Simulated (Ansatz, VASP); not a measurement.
**AgCl in VASP and in Ansatz**

Contents of INCAR:

```
SYSTEM = AgCl
PREC = Accurate
ENCUT = 520
EDIFF = 1E-6
ISMEAR = -1
SIGMA = 0.01
LREAL = .False.
LASPH = .True.
NELM = 100
ALGO = Normal
ISIF = 2
LWAVE = .False.
LCHARG = .True.
GGA = PE
LELF = .True.
LVHAR = .True.
NBANDS = 16
```

KPOINTS

```
regular mesh
0
Gamma
  9 9 9
  0 0 0
```

The input POSCAR:

```
AgCl
1.0
    3.4339730000     -0.0515095950     -0.0515095950
   -0.0515095950      3.4339730000     -0.0515095950
   -0.0515095950     -0.0515095950      3.4339730000
Ag Cl
1 1
Direct
    0.0000000000      0.0000000000      0.0000000000
    0.5000000000      0.5000000000      0.5000000000
```

Input for Ansatz:

```yaml
crystal:
  lattice:
    - [3.433973, -0.051509595, -0.051509595]
    - [-0.051509595, 3.433973, -0.051509595]
    - [-0.051509595, -0.051509595, 3.433973]
  atoms:
    - { symbol: Ag, position: [0.0, 0.0, 0.0] }
    - { symbol: Cl, position: [0.5, 0.5, 0.5] }
kpoints:
  mp_grid: { grid: [9, 9, 9] }
  band_path:
    path:
      - [0.0, 0.0, 0.0]
      - [0.5, 0.0, 0.0]
      - [0.5, -0.5, 0.5]
      - [0.4710985464, -0.5289014536, 0.4710985464]
      - [0.4710985464, 0.4710985464, 0.4710985464]
      - [0.0, 0.0, 0.0]
      - [0.5, -0.5, 0.0]
    npoints: 5
scf:
  occupations: { method: fermi_dirac, width: 0.01 }
hamiltonian:
  xc: pbe
  pseudopotentials: { kind: all_electron, lapw: { basis_error: 0.001 } }
output:
  forces: true
  stress: true
  eigenvalues: true
```

Change from the starting cell: equal xy, yz and zx shear strains of -3 %.

Alike in both runs: task single point; functional PBE; k mesh 9 × 9 × 9; occupations fermi-dirac, width 0.01 eV; no spin polarisation.

|  | VASP | Ansatz |
| --- | --- | --- |
| version | VASP 6.6.1 | Ansatz 0.2.0 |
| potentials or method | VASP PAW PBE potentials, release 64 (Ag, Cl), cutoff 520 eV | all-electron LAPW, scalar-relativistic |

VASP gave:

- gap on the k mesh at the Fermi level (eV): 0.53
- pressure (GPa): -0.2
- traceless stress, the component that is largest in VASP (GPa): -0.35

Q: Which values does Ansatz return?

A: gap on the k mesh at the Fermi level (eV): 0.53; pressure (GPa): 0.0; traceless stress, the component that is largest in VASP (GPa): -0.35.

Ansatz ran all-electron here, and VASP with PAW potentials.
